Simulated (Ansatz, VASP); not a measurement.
**Cs in VASP and in Ansatz**

```
Cs
1.0
     0.00000    3.94834    4.10627
     3.94834    0.00000    4.10627
     3.94834    3.94834    0.00000
Cs
1
Direct
  0.00000 0.00000 0.00000
```

Change from the starting cell: strain +0.000 along x and y, +0.040 along z, atoms carried along.

Alike in both runs: task single point; functional PBEsol; k mesh 10 × 10 × 10; occupations gaussian, width 0.15 eV; no spin polarisation.

|  | VASP | Ansatz |
| --- | --- | --- |
| version | VASP 6.6.1 | Ansatz 0.2.0 |
| potentials or method | VASP PAW PBE potentials, release 64 (Cs_sv), cutoff 520 eV | scalar-relativistic, plane waves, PAW |
| valence electrons in the cell | 9 | 9 |

Ansatz gave:

* gap on the k mesh at the Fermi level (eV): none
* pressure (GPa): -0.2

Q: Estimate VASP's values.

A: gap on the k mesh at the Fermi level (eV): none; pressure (GPa): -0.3.

VASP's potentials were made for PBE, not for PBEsol. A gap of «none» marks a metal or a gap that the smearing closes.

Spin-orbit coupling is off throughout.
